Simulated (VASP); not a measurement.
# BAs (Fm-3m) in VASP: a series of runs

The runs below take BAs through single point, with PBE, HSE06.

All numbers are computed with VASP 6.6.1; they aren't measurements. Logs are shortened: lines on timing, memory, paths and dates and some standing lists are left out, and cuts for length are marked.

## Step 1: The cell of the first run

It takes space group Fm-3m (No. 225, cubic). Conventional cell: a = 4.611 Å, b = 4.611 Å, c = 4.611 Å, α = 90.00°, β = 90.00°, γ = 90.00°. Within 3.0 Å of B (site symmetry m-3m) lie 6 As at 2.31 Å. Within 3.0 Å of As (site symmetry m-3m) lie 6 B at 2.31 Å.

## Step 2: Single point, PBE

Contents of INCAR:

```
PREC = Accurate
ENCUT = 520
EDIFF = 1E-6
ISMEAR = -1
SIGMA = 0.02
LREAL = False
LASPH = True
NELM = 60
ALGO = Normal
ISIF = 2
LWAVE = False
LCHARG = False
GGA = PE
NBANDS = 11
```

Contents of KPOINTS:

```
regular mesh
0
Gamma
  10 10 10
```

Contents of POSCAR:

```
BAs
1.0
    0.0000000000      2.3052873222      2.3052873222
    2.3052873222      0.0000000000      2.3052873222
    2.3052873222      2.3052873222      0.0000000000
B As
1 1
Direct
    0.0000000000      0.0000000000      0.0000000000
    0.5000000000      0.5000000000      0.5000000000
```

Potentials or basis: VASP PAW PBE potentials, release 64 (B, As).

On the command line:

```sh
$ cat potpaw_PBE.64/B/POTCAR potpaw_PBE.64/As/POTCAR > POTCAR
$ mpirun -np 1 vasp_std > vasp.out
```

OUTCAR:

```text
PREC = Accurate
   ENCUT = 520
   EDIFF = 1E-6
   ISMEAR = -1
   LREAL = False
   LASPH = True
   NELM = 60
   ISIF = 2
   GGA = PE

 ion  position               nearest neighbor table
   1  0.000  0.000  0.000-   2 2.31   2 2.31   2 2.31   2 2.31   2 2.31   2 2.31
   2  0.500  0.500  0.500-   1 2.31   1 2.31   1 2.31   1 2.31   1 2.31   1 2.31

  LATTYP: Found a face centered cubic cell.
 ALAT       =     4.6105746444

  Lattice vectors:

 A1 = (   0.0000000000,   2.3052873222,   2.3052873222)
 A2 = (   2.3052873222,   0.0000000000,   2.3052873222)
 A3 = (   2.3052873222,   2.3052873222,   0.0000000000)

Analysis of symmetry for initial positions (statically):
=====================================================================
 Subroutine PRICEL returns:
 Original cell was already a primitive cell.

 Routine SETGRP: Setting up the symmetry group for a
 face centered cubic supercell.

 Subroutine GETGRP returns: Found 48 space group operations
 (whereof 48 operations were pure point group operations)
 out of a pool of 48 trial point group operations.

The static configuration has the point symmetry O_h .

Analysis of symmetry for dynamics (positions and initial velocities):
=====================================================================
 Subroutine PRICEL returns:
 Original cell was already a primitive cell.

 Routine SETGRP: Setting up the symmetry group for a
 face centered cubic supercell.

 Subroutine GETGRP returns: Found 48 space group operations
 (whereof 48 operations were pure point group operations)
 out of a pool of 48 trial point group operations.

The dynamic configuration has the point symmetry O_h .

 Subroutine INISYM returns: Found 48 space group operations
 (whereof 48 operations are pure point group operations),
 and found     1 'primitive' translations

----------------------------------------------------------------------------------------

                                     Primitive cell

  volume of cell :      24.5022

  direct lattice vectors                    reciprocal lattice vectors
     0.000000000  2.305287322  2.305287322    -0.216892704  0.216892704  0.216892704
     2.305287322  0.000000000  2.305287322     0.216892704 -0.216892704  0.216892704
     2.305287322  2.305287322  0.000000000     0.216892704  0.216892704 -0.216892704

  length of vectors
     3.260168596  3.260168596  3.260168596     0.375669183  0.375669183  0.375669183

  position of ions in fractional coordinates (direct lattice)
     0.000000000  0.000000000  0.000000000
     0.500000000  0.500000000  0.500000000

  ion indices of the primitive-cell ions
   primitive index   ion index
                 1           1
                 2           2

----------------------------------------------------------------------------------------

 KPOINTS: regular mesh

Automatic generation of k-mesh.
 Grid dimensions read from file:
 generate k-points for:   10   10   10

 Generating k-lattice:

  Cartesian coordinates                     Fractional coordinates (reciprocal lattice)
    -0.021689270  0.021689270  0.021689270     0.100000000  0.000000000  0.000000000
     0.021689270 -0.021689270  0.021689270     0.000000000  0.100000000  0.000000000
     0.021689270  0.021689270 -0.021689270     0.000000000  0.000000000  0.100000000

  Length of vectors
     0.037566918  0.037566918  0.037566918

  Shift w.r.t. Gamma in fractional coordinates (k-lattice)
     0.000000000  0.000000000  0.000000000

 Subroutine IBZKPT returns following result:
 ===========================================

 Found     47 irreducible k-points:

 Following reciprocal coordinates:
            Coordinates               Weight
  0.000000  0.000000  0.000000      1.000000
  0.100000  0.000000  0.000000      8.000000
  0.200000  0.000000  0.000000      8.000000
  0.300000  0.000000  0.000000      8.000000
  0.400000  0.000000  0.000000      8.000000
  0.500000  0.000000  0.000000      4.000000
[... 16 lines left out ...]
  0.300000  0.300000  0.000000      6.000000
  0.400000  0.300000  0.000000     24.000000
 [... further k-points ...]
   k-points           NKPTS =     47   k-points in BZ     NKDIM =     47   number of bands    NBANDS=     11
   number of dos      NEDOS =    301   number of ions     NIONS =      2
   total plane-waves  NPLWV =  13824
   dimension x,y,z NGX =    24 NGY =   24 NGZ =   24
   dimension x,y,z NGXF=    48 NGYF=   48 NGZF=   48
   ions per type =               1   1
   NGX,Y,Z   is equivalent  to a cutoff of  12.24, 12.24, 12.24 a.u.
   NGXF,Y,Z  is equivalent  to a cutoff of  24.48, 24.48, 24.48 a.u.
 SYSTEM =  unknown system
   PREC   = accura    normal or accurate (medium, high low for compatibility)
   ISTART =      0    job   : 0-new  1-cont  2-samecut
   ICHARG =      2    charge: 1-file 2-atom 10-const
   ISPIN  =      1    spin polarized calculation?
   LNONCOLLINEAR =      F non collinear calculations
   LSORBIT =      F    spin-orbit coupling
   LASPH  =      T    aspherical Exc in radial PAW
   ENCUT  =  520.0 eV  38.22 Ry    6.18 a.u.   6.06  6.06  6.06*2*pi/ulx,y,z
   NELM   =     60;   NELMIN=  2; NELMDL= -5     # of ELM steps
   EDIFF  = 0.1E-05   stopping-criterion for ELM
   LREAL  =      F    real-space projection
   EDIFFG = 0.1E-04   stopping-criterion for IOM
   NSW    =      0    number of steps for IOM
   IBRION =     -1    ionic relax: 0-MD 1-quasi-New 2-CG
   NFREE  =      0    steps in history (QN), initial steepest desc. (CG)
   ISIF   =      2    stress and relaxation
   ISYM   =      2    0-nonsym 1-usesym 2-fastsym
   POTIM  = 0.5000    time-step for ionic-motion
   TEBEG  =    0.0;   TEEND  =   0.0 temperature during run
   PSTRESS=    0.0 pullay stress
   NELECT =       8.0000    total number of electrons
   NUPDOWN=      -1.0000    fix difference up-down
   EMIN   =  10.00;   EMAX   =-10.00  energy-range for DOS
   EFERMI =   0.00;   METHOD = LEGACY
   ISMEAR =    -1;   SIGMA  =   0.02  broadening in eV -4-tet -1-fermi 0-gaus
   EFERMI_NEDOS =   21; number of points for ismear=-14 and -15
   IALGO  =     38    algorithm
   IMIX   =      4    mixing-type and parameters
     AMIX     =   0.40;   BMIX     =  1.00
     AMIX_MAG =   1.60;   BMIX_MAG =  1.00
  volume/ion in A,a.u.               =      12.25        82.67
  Fermi-wavevector in a.u.,A,eV,Ry     =   1.127292  2.130273 17.290111  1.270787
  Thomas-Fermi vector in A             =   2.263978
   LORBIT       =      0    0 simple, 1 ext, 2 COOP (PROOUT), +10 PAW based schemes
   GGA     = PE    functional components
   LHFCALC =     F    Hartree Fock is set to
   AEXX    =    0.0000 exact exchange contribution
   IVDW    =     0    specifies the selected vdW correction
   LEPSILON=     F    determine dielectric tensor
   LRPA    =     F    only Hartree local field effects (RPA)
 non-spin polarized calculation
  energy-cutoff  :      520.00
  volume of cell :       24.50
 maximum number of plane-waves:       678
   NGX = 13   NGY = 13   NGZ = 13

 number of electron       7.9999999 magnetization

 Free energy of the ion-electron system (eV)
  ---------------------------------------------------
  ext. energy  EPLUGINS =         0.00000000
  ---------------------------------------------------
  free energy    TOTEN  =        -9.62001914 eV

  energy without entropy =       -9.61868708  energy(sigma->0) =       -9.61935311

 E-fermi :   7.2679     XC(G=0): -11.4315

 val. band max:        7.2668756719   @ k =   0.1000   0.0000   0.0000
 cond. band min:       7.2791533148   @ k =   0.2000   0.0000   0.0000
 fundamental gap:      0.0122776429
 Fermi energy:         7.2679472610

 k-point     1 :       0.0000    0.0000    0.0000
  band No.  band energies     occupation
      1      -8.6256      2.00000
      2       7.2809      0.68797
      3       7.2809      0.68797
      4       7.2809      0.68797
      5      10.7765      0.00000
      6      14.9793      0.00000
      7      14.9793      0.00000
      8      14.9793      0.00000
      9      16.1639      0.00000
     10      16.1639      0.00000
     11      16.1639      0.00000

 k-point     2 :       0.1000    0.0000    0.0000
  band No.  band energies     occupation
      1      -8.4348      2.00000
      2       5.9460      2.00000
      3       7.2669      1.02679
      4       7.2669      1.02678
      5      11.3995      0.00000
      6      14.0607      0.00000
      7      14.0607      0.00000
      8      14.6699      0.00000
      9      16.0829      0.00000
     10      16.5889      0.00000
     11      16.5889      0.00000

 k-point     3 :       0.2000    0.0000    0.0000
  band No.  band energies     occupation
      1      -7.8667      2.00000
      2       3.5159      2.00000
      3       7.2792      0.72695
      4       7.2792      0.72695
      5      11.7825      0.00000
      6      12.4055      0.00000
      7      12.4055      0.00000
      8      14.0251      0.00000
      9      16.7815      0.00000
     10      17.7763      0.00000
     11      17.7763      0.00000

 k-point     4 :       0.3000    0.0000    0.0000
  band No.  band energies     occupation
      1      -6.9408      2.00000
      2       1.0186      2.00000
      3       7.4287      0.00064
      4       7.4287      0.00064
      5      10.8226      0.00000
      6      10.8226      0.00000
      7      11.6586      0.00000
      8      13.3867      0.00000
      9      18.3064      0.00000
     10      19.6022      0.00000
     11      19.6022      0.00000
[... 239 lines left out ...]
 k-point    22 :      -0.2000    0.2000    0.0000
  band No.  band energies     occupation
      1      -6.6276      2.00000
      2       1.7722      2.00000
      3       3.6658      2.00000
      4       8.5392      0.00000
      5       9.5712      0.00000
      6      10.2549      0.00000
      7      13.8344      0.00000
      8      15.8661      0.00000
      9      17.2880      0.00000
     10      18.2764      0.00000
     11      22.7668      0.00000

 k-point    23 :       0.3000    0.3000    0.0000
  band No.  band energies     occupation
      1      -6.3627      2.00000
      2       3.7122      2.00000
      3       4.5127      2.00000
      4       4.5127      2.00000
      5       5.3301      2.00000
      6      12.0373      0.00000
      7      16.5871      0.00000
      8      16.5871      0.00000
      9      16.9193      0.00000
     10      22.5682      0.00000
     11      23.5802      0.00000

 k-point    24 :       0.4000    0.3000    0.0000
  band No.  band energies     occupation
      1      -5.4626      2.00000
      2       1.9280      2.00000
      3       3.3441      2.00000
      4       4.2513      2.00000
      5       5.6896      2.00000
      6      12.2228      0.00000
      7      16.2287      0.00000
      8      16.7539      0.00000
      9      17.8432      0.00000
     10      24.1031      0.00000
     11      24.6444      0.00000

 [... further k-points ...]
[... 5 lines left out ...]
  --------------------------------------------------------------------------------------
  -------------------------------------------------------------------------------------
  Total        0.0552488      0.0552488      0.0552488     -0.0000000      0.0000000     -0.0000000
  in kB        3.6126692      3.6126692      3.6126692     -0.0000000      0.0000000     -0.0000000
  external PRESSURE =       3.6126692 kB  Pullay stress =       0.0000000 kB

 VOLUME and BASIS-vectors are now :
 -----------------------------------------------------------------------------
  energy-cutoff  :      520.00
  volume of cell :       24.50
      direct lattice vectors                 reciprocal lattice vectors
     0.000000000  2.305287322  2.305287322    -0.216892704  0.216892704  0.216892704
     2.305287322  0.000000000  2.305287322     0.216892704 -0.216892704  0.216892704
     2.305287322  2.305287322  0.000000000     0.216892704  0.216892704 -0.216892704

 POSITION                                       TOTAL-FORCE (eV/Angst)
 -----------------------------------------------------------------------------------
      0.00000      0.00000      0.00000         0.000000     -0.000000     -0.000000
      2.30529      2.30529      2.30529        -0.000000      0.000000      0.000000
 -----------------------------------------------------------------------------------
    total drift:                                0.000000     -0.000000     -0.000000

  FREE ENERGIE OF THE ION-ELECTRON SYSTEM (eV)
  ---------------------------------------------------
  free  energy   TOTEN  =        -9.6200191438 eV

  energy  without entropy=       -9.6186870759  energy(sigma->0) =       -9.61935311
```

Run time: 13 s. Hardware: 1 thread of Intel Xeon 8259CL, shared host; peak memory 0.14 GiB.

Results:

| Property | Result |
| --- | --- |
| Free energy | -9.6200 eV |
| Pressure | 0.4 GPa |
| Band gap on the k mesh | zero (band 4 reaches 8.69 eV, above the bottom of band 5 at 3.91 eV) |

## Step 3: Single point, HSE06

POSCAR is that of step 2.

Contents of INCAR.step1:

```
SYSTEM = BAs
  ALGO = Normal
  EDIFF = 1E-5
  ENCUT = 520
  GGA = PE
  ISIF = 2
  ISMEAR = -1
  LASPH = .True.
  LCHARG = .False.
  LREAL = .False.
  LWAVE = .True.
  NBANDS = 11
  NELM = 100
  PREC = Accurate
  SIGMA = 0.02
```

Contents of INCAR.step2:

```
SYSTEM = BAs
  ALGO = Normal
  EDIFF = 1E-6
  ENCUT = 520
  GGA = PE
  HFSCREEN = 0.2079
  ISIF = 2
  ISMEAR = -1
  ISTART = 1
  LASPH = .True.
  LCHARG = .False.
  LHFCALC = .True.
  LREAL = .False.
  LWAVE = .False.
  NBANDS = 11
  NELM = 100
  PREC = Accurate
  PRECFOCK = Normal
  SIGMA = 0.02
```

Contents of KPOINTS:

```
k-points
0
Gamma
  6 6 6
  0 0 0
```

Potentials or basis: VASP PAW PBE potentials, release 64 (B, As).

On the command line:

```sh
$ cat potpaw_PBE.64/B/POTCAR potpaw_PBE.64/As/POTCAR > POTCAR
$ cp INCAR.step1 INCAR
$ mpirun -np 1 vasp_std > vasp.out
$ cp INCAR.step2 INCAR
$ mpirun -np 1 vasp_std > vasp.out
```

It took 22 min on 1 thread of Intel Xeon 8259CL, shared host; peak memory 0.25 GiB.

It converged, with:

* Free energy: -11.0178 eV
* Pressure: -3.1 GPa
* Band gap on the k mesh: zero (band 4 reaches 8.90 eV, above the bottom of band 5 at 3.34 eV)

Levels at points of the mesh, in eV from the Fermi level:
```
           k point  band 2  band 3  band 4  band 5  band 6  band 7
(0.00, 0.00, 0.00)   -0.09   -0.09   -0.09    4.16    8.74    8.74
(0.50, 0.00, 0.00)  -11.03    1.34    1.34    1.54    1.54    4.88
(0.50, 0.50, 0.00)   -8.86   -4.23   -4.23   -3.81    4.12   11.93
```

Caveat: the k points lie up to 0.39 Å⁻¹ apart; the PAW data sets were made with another functional, which shifts forces and pressure a little.
